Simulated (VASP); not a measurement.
Wanted: the native input for a VASP 6.6.1 run.

* Task: single point
* Functional: PBE
* Potentials or basis: VASP PAW PBE potentials, release 64 (Ga_d)
* Cutoff: 520 eV
* k mesh: 14 × 14 × 16
* Occupations: fermi-dirac, width 0.05 eV
* Spin: no spin polarisation
* Dipole correction: no
* Further INCAR settings: ALGO = Normal; EDIFF = 1e-06; NBANDS = 12

The structure of Ga lies in POSCAR:

```
Ga
1.0
   -1.4221650000      1.3998750000      2.2290000000
    1.3998750000     -1.4221650000      2.2290000000
    1.4081250000      1.4081250000     -2.2430400000
Ga
1
Direct
    0.0000000000      0.0000000000      0.0000000000
```

This cell differs from its parent crystal: equal xy, yz and zx shear strains of -1 %.

One way to write it, as run:

INCAR

```
PREC = Accurate ; ENCUT = 520
EDIFF = 1E-6 ; ISMEAR = -1
SIGMA = 0.05 ; LREAL = F
LASPH = T ; NELM = 100
ALGO = Normal ; ISIF = 2
LWAVE = F ; LCHARG = F
GGA = PE ; NBANDS = 12
```

KPOINTS

```
regular mesh
0
Gamma
  14 14 16
```

Potentials or basis: VASP PAW PBE potentials, release 64 (Ga_d).

The run is started by

```console
$ cat potpaw_PBE.64/Ga_d/POTCAR > POTCAR
$ mpirun -np 1 vasp_std > vasp.out
```

It gave:

```json
{
 "Pressure": "4.4 GPa",
 "Band gap on the k mesh": "zero (an odd number of electrons rules out a gap without spin polarisation)"
}
```

Caveat: the cell differs from its parent crystal (equal xy, yz and zx shear strains of -1 %); the cell stands under pressure.

It took 40 s on 1 thread of Intel(R) Xeon(R) 6975P-C (Granite Rapids) (shared host), peak memory 0.28 GiB.
